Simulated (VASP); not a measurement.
# F (Cmme) in VASP: further runs

The runs below take F through single point, with PBE+D3(BJ).

Program: VASP 6.6.1. These are calculated values, not measurements. Logs are shortened: lines on timing, memory, paths and dates and some standing lists are left out, and cuts for length are marked.

## Step 1: The cell of the first run

Symmetry: Cmme, No. 67, orthorhombic system. Conventional cell: a = 3.255 Å, b = 6.177 Å, c = 3.255 Å, α = 90.00°, β = 90.00°, γ = 90.00°. Within 2.3 Å of F (site symmetry mm2) lie 2 F at 1.70 Å.

## Step 2: Single point, PBE+D3(BJ)

Contents of INCAR:

```
PREC = Accurate
ENCUT = 520
EDIFF = 1E-6
ISMEAR = 0
SIGMA = 0.1
LREAL = False
LASPH = True
NELM = 80
ALGO = Fast
ISIF = 2
LWAVE = False
LCHARG = False
GGA = PE
IVDW = 12
NBANDS = 14
```

Contents of KPOINTS:

```
regular mesh
0
Gamma
  10 10 6
```

Contents of POSCAR:

```
F
1.0
    1.6274810470     -3.0882595775      0.0000000000
    1.6274810470      3.0882595775      0.0000000000
    0.0000000000      0.0000000000      3.2551724875
F
2
Direct
    0.2500000000      0.7500000000      0.4250597170
    0.7500000000      0.2500000000      0.5749402830
```

Potentials or basis: VASP PAW PBE potentials, release 64 (F).

Command:

```
cat potpaw_PBE.64/F/POTCAR > POTCAR
mpirun -np 1 vasp_std > vasp.out
```

OUTCAR:

```text
PREC = Accurate
   ENCUT = 520
   EDIFF = 1E-6
   ISMEAR = 0
   LREAL = False
   LASPH = True
   NELM = 80
   ISIF = 2
   GGA = PE
   IVDW = 12
 IVDW          = 12

 ion  position               nearest neighbor table
   1  0.250  0.750  0.425-   2 1.70   2 1.70
   2  0.750  0.250  0.575-   1 1.70   1 1.70

  LATTYP: Found a base centered orthorhombic cell.
 ALAT       =     3.2549620940
 B/A-ratio  =     1.8975702256
 C/A-ratio  =     1.0000646378

  Lattice vectors:

 A1 = (   1.6274810470,  -3.0882595775,   0.0000000000)
 A2 = (   1.6274810470,   3.0882595775,   0.0000000000)
 A3 = (   0.0000000000,   0.0000000000,   3.2551724875)

Analysis of symmetry for initial positions (statically):
=====================================================================
 Subroutine PRICEL returns:
 Original cell was already a primitive cell.

 Routine SETGRP: Setting up the symmetry group for a
 base centered orthorhombic supercell.

 Subroutine GETGRP returns: Found  8 space group operations
 (whereof  4 operations were pure point group operations)
 out of a pool of  8 trial point group operations.

The static configuration has the point symmetry C_2h.
 The point group associated with its full space group is D_2h.

Analysis of symmetry for dynamics (positions and initial velocities):
=====================================================================
 Subroutine PRICEL returns:
 Original cell was already a primitive cell.

 Routine SETGRP: Setting up the symmetry group for a
 base centered orthorhombic supercell.

 Subroutine GETGRP returns: Found  8 space group operations
 (whereof  4 operations were pure point group operations)
 out of a pool of  8 trial point group operations.

The dynamic configuration has the point symmetry C_2h.
 The point group associated with its full space group is D_2h.

 Subroutine INISYM returns: Found  8 space group operations
 (whereof  4 operations are pure point group operations),
 and found     1 'primitive' translations

----------------------------------------------------------------------------------------

                                     Primitive cell

  volume of cell :      32.7215

  direct lattice vectors                    reciprocal lattice vectors
     1.627481047 -3.088259578  0.000000000     0.307223240 -0.161903489  0.000000000
     1.627481047  3.088259578  0.000000000     0.307223240  0.161903489  0.000000000
     0.000000000  0.000000000  3.255172487     0.000000000  0.000000000  0.307203383

[... 95 lines left out ...]
   NUPDOWN=      -1.0000    fix difference up-down
   EMIN   =  10.00;   EMAX   =-10.00  energy-range for DOS
   EFERMI =   0.00;   METHOD = LEGACY
   ISMEAR =     0;   SIGMA  =   0.10  broadening in eV -4-tet -1-fermi 0-gaus
   EFERMI_NEDOS =   21; number of points for ismear=-14 and -15
   IALGO  =     68    algorithm
   IMIX   =      4    mixing-type and parameters
     AMIX     =   0.40;   BMIX     =  1.00
     AMIX_MAG =   1.60;   BMIX_MAG =  1.00
  volume/ion in A,a.u.               =      16.36       110.41
  Fermi-wavevector in a.u.,A,eV,Ry     =   1.233596  2.331158 20.704787  1.521759
  Thomas-Fermi vector in A             =   2.368320
   LORBIT       =      0    0 simple, 1 ext, 2 COOP (PROOUT), +10 PAW based schemes
   GGA     = PE    functional components
   LHFCALC =     F    Hartree Fock is set to
   AEXX    =    0.0000 exact exchange contribution
   IVDW    =    12    specifies the selected vdW correction
   LEPSILON=     F    determine dielectric tensor
   LRPA    =     F    only Hartree local field effects (RPA)
 non-spin polarized calculation
 RMM-DIIS sequential band-by-band and
 Gauss-broadening in eV      SIGMA  =   0.10
  energy-cutoff  :      520.00
  volume of cell :       32.72
 maximum number of plane-waves:       898
 NGX is ok and might be reduce to    28
   NGX = 13   NGY = 13   NGZ = 13

 number of electron      14.0000006 magnetization

 Free energy of the ion-electron system (eV)
  ---------------------------------------------------
  ext. energy  EPLUGINS =         0.00000000
  ---------------------------------------------------
  free energy    TOTEN  =        -3.21307148 eV

  energy without entropy =       -3.20143311  energy(sigma->0) =       -3.20725230

 E-fermi :  -5.2969     XC(G=0):  -7.4542

 val. band max:       -5.2987282606   @ k =   0.4000   0.1000   0.0000
 cond. band min:      -5.2967777038   @ k =   0.3000   0.2000   0.5000
 fundamental gap:      0.0019505568
 Fermi energy:        -5.2969238788

 k-point     1 :       0.0000    0.0000    0.0000
  band No.  band energies     occupation
      1     -28.8203      2.00000
      2     -23.8901      2.00000
      3     -12.2892      2.00000
      4      -8.2058      2.00000
      5      -7.9623      2.00000
      6      -6.3189      2.00000
      7      -5.6291      2.00000
      8      -2.4782      0.00000
      9       3.5024      0.00000
     10      12.9982      0.00000
     11      15.8152      0.00000
     12      16.4447      0.00000
     13      19.0839      0.00000
     14      19.7197      0.00000
[... 377 lines left out ...]
      1     -28.0040      2.00000
      2     -25.3335      2.00000
      3     -10.6100      2.00000
      4      -8.4904      2.00000
      5      -7.3077      2.00000
      6      -6.9031      2.00000
      7      -6.0462      2.00000
      8      -3.6043      0.00000
      9       7.9229      0.00000
     10       9.8020      0.00000
     11      10.0504      0.00000
     12      17.4042      0.00000
     13      19.0084      0.00000
     14      19.9254      0.00000

 [... further k-points ...]

------------------------ aborting loop because EDIFF is reached ----------------------------------------

 Edisp (eV)   -0.05539

 E8    (eV) :    -0.0118

  FORCE on cell =-STRESS in cart. coord.  units (eV):
  Direction    XX          YY          ZZ          XY          YZ          ZX
  --------------------------------------------------------------------------------------
  -------------------------------------------------------------------------------------
  Total      -0.03951    -0.03388    -0.07173     0.00000     0.00000     0.00000
  in kB      -1.93456    -1.65882    -3.51240     0.00000     0.00000     0.00000
  external pressure =       -2.37 kB  Pullay stress =        0.00 kB

 VOLUME and BASIS-vectors are now :
 -----------------------------------------------------------------------------
  energy-cutoff  :      520.00
  volume of cell :       32.72
      direct lattice vectors                 reciprocal lattice vectors
     1.627481047 -3.088259578  0.000000000     0.307223240 -0.161903489  0.000000000
     1.627481047  3.088259578  0.000000000     0.307223240  0.161903489  0.000000000
     0.000000000  0.000000000  3.255172487     0.000000000  0.000000000  0.307203383

 POSITION                                       TOTAL-FORCE (eV/Angst)
 -----------------------------------------------------------------------------------
      1.62748      1.54413      1.38364         0.000000      0.000000      0.002250
      1.62748     -1.54413      1.87153        -0.000000      0.000000     -0.002250
 -----------------------------------------------------------------------------------
    total drift:                                0.000000      0.000000      0.000000

  FREE ENERGIE OF THE ION-ELECTRON SYSTEM (eV)
  ---------------------------------------------------
  free  energy   TOTEN  =        -3.2684613853 eV

  energy  without entropy=       -3.2568230170  energy(sigma->0) =       -3.26264220
```

stdout:

```text
POSCAR found type information on POSCAR F
 POSCAR found :  1 types and       2 ions
 scaLAPACK will be used
 LDA part: xc-table for (Slater+PW92), standard interpolation
 POSCAR, INCAR and KPOINTS ok, starting setup
 FFT: planning ... GRIDC
 FFT: planning ... GRID_SOFT
 FFT: planning ... GRID
 WAVECAR not read
 entering main loop
```

Wall time 1.7 min (1 thread of Oxide Virtual Turin-like, shared host); peak memory 0.14 GiB.

What came out:

```yaml
Free_energy: -3.2685 eV
Pressure: -0.2 GPa
Band_gap_on_the_k_mesh: zero (bands 7 and 8 overlap by 0.01 eV)
Dispersion_energy_per_atom: -0.028 eV
```

Forces in eV/Å, atoms in the order of the input:
```
F    0.000  0.000  0.002
F    0.000  0.000 -0.002
```

Levels at points of the mesh, in eV from the Fermi level:
| k point | band 3 | band 4 | band 5 | band 6 | band 7 | band 8 | band 9 | band 10 | band 11 | band 12 |
| --- | --- | --- | --- | --- | --- | --- | --- | --- | --- | --- |
| (0.00, 0.00, 0.00) | -6.99 | -2.91 | -2.67 | -1.02 | -0.33 | 2.82 | 8.80 | 18.30 | 21.11 | 21.74 |
| (0.50, 0.00, 0.00) | -3.49 | -3.49 | -1.92 | -1.92 | 0.01 | 0.01 | 13.08 | 13.08 | 19.36 | 19.36 |
| (0.50, 0.50, 0.00) | -7.06 | -3.85 | -2.59 | -1.01 | -0.09 | 2.81 | 12.54 | 14.03 | 21.14 | 21.89 |
| (0.00, 0.00, 0.50) | -6.93 | -3.49 | -2.83 | -0.99 | -0.32 | 2.73 | 12.15 | 13.50 | 22.62 | 23.13 |
| (0.50, 0.00, 0.50) | -3.88 | -3.88 | -1.85 | -1.85 | -0.01 | -0.01 | 15.14 | 15.14 | 17.57 | 17.57 |
| (0.50, 0.50, 0.50) | -7.00 | -3.65 | -3.30 | -1.02 | -0.15 | 2.71 | 12.86 | 16.65 | 16.66 | 21.88 |

## Step 3: Single point, PBE+D3(BJ)

This run uses another cell than the first one, of 17.40 Å³/atom.

Contents of INCAR:

```
PREC = Accurate
ENCUT = 520
EDIFF = 1E-7
ISMEAR = 0
SIGMA = 0.1
LREAL = F
LASPH = T
NELM = 100
ALGO = Fast
ISIF = 2
LWAVE = F
LCHARG = F
GGA = PE
IVDW = 12
NBANDS = 14
```

Contents of KPOINTS:

```
Automatic mesh
0
Gamma
  20 20 16
```

Contents of POSCAR:

```
F
1.0
    1.6263104759     -3.2183946626      0.0000000000
    1.6263104759      3.2183946626      0.0000000000
    0.0000000000      0.0000000000      3.3235244691
F
2
Direct
    0.2500000000      0.7500000000      0.4274241929
    0.7500000000      0.2500000000      0.5725758071
```

Potentials or basis: VASP PAW PBE potentials, release 64 (F).

Command:

```
cat potpaw_PBE.64/F/POTCAR > POTCAR
mpirun -np 1 vasp_std > vasp.out
```

Run time: 17 min. Hardware: 1 thread of Oxide Virtual Turin-like, shared host; peak memory 0.41 GiB.

The run converged. Its results:

```yaml
Free_energy: -3.2894 eV
Pressure: -0.4 GPa
Largest_force: 0.011 eV/Å
Band_gap_on_the_k_mesh: zero (bands 7 and 8 overlap by 0.01 eV)
Dispersion_energy_per_atom: -0.026 eV
```

Forces in eV/Å, atoms in the order of the input:
```
F    0.000  0.000 -0.011
F    0.000  0.000  0.011
```

Stress tensor (GPa, compression positive):
```
-0.23  0.00  0.00
 0.00 -0.46  0.00
 0.00  0.00 -0.42
```

Levels at points of the mesh, in eV from the Fermi level:
| k point | band 3 | band 4 | band 5 | band 6 | band 7 | band 8 | band 9 | band 10 | band 11 | band 12 |
| --- | --- | --- | --- | --- | --- | --- | --- | --- | --- | --- |
| (0.00, 0.00, 0.00) | -7.03 | -3.01 | -2.72 | -1.00 | -0.29 | 2.86 | 8.61 | 17.74 | 21.16 | 21.30 |
| (0.50, 0.00, 0.00) | -3.50 | -3.50 | -1.92 | -1.92 | 0.00 | 0.00 | 12.85 | 12.85 | 18.83 | 18.83 |
| (0.50, 0.50, 0.00) | -7.08 | -3.75 | -2.66 | -0.99 | -0.11 | 2.85 | 12.06 | 13.53 | 21.10 | 21.30 |
| (0.00, 0.00, 0.50) | -6.98 | -3.44 | -2.94 | -0.96 | -0.28 | 2.78 | 11.85 | 13.04 | 21.61 | 23.10 |
| (0.50, 0.00, 0.50) | -3.84 | -3.84 | -1.85 | -1.85 | -0.01 | -0.01 | 14.93 | 14.93 | 17.09 | 17.09 |
| (0.50, 0.50, 0.50) | -7.03 | -3.59 | -3.29 | -0.99 | -0.16 | 2.77 | 12.61 | 15.93 | 16.03 | 21.92 |
